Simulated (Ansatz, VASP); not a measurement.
**Two plane-wave programs on Fe**

```
Fe
1.0
    -1.41631    1.41631    1.41631
     1.41631   -1.41631    1.41631
     1.41631    1.41631   -1.41631
Fe
1
Cartesian
  0.0000 0.0000 0.0000
```

Alike in both runs: task single point; functional PBE; k mesh 15 × 15 × 15; collinear spin.

```csv
,VASP,Ansatz
version,VASP 6.6.1,Ansatz 0.2.0
potentials or method,"VASP PAW PBE potentials, release 64 (Fe), cutoff 520 eV","plane waves (420 eV) with PAW, scalar-relativistic"
occupations,"methfessel-paxton of order 1, width 0.2 eV","cold, width 0.2 eV"
valence electrons in the cell,8,16
```

VASP gave:

| Item | Value |
| --- | --- |
| pressure (GPa) | 0.0 |
| net moment per atom (μB) | 2.20 |
| size of the moment on the site where the two differ most (μB) | 2.19 |

**Question.** Estimate Ansatz's values.

**Answer.** Pressure (GPa): -0.2; net moment per atom (μB): 2.17; size of the moment on the site where the two differ most (μB): 2.22.

Site moments also hang on the region over which each program counts them. VASP's potentials hold 8 valence electrons a cell and Ansatz's 16, so a difference there can come from the potentials and not from the codes. Ansatz's warnings: stability check not made.
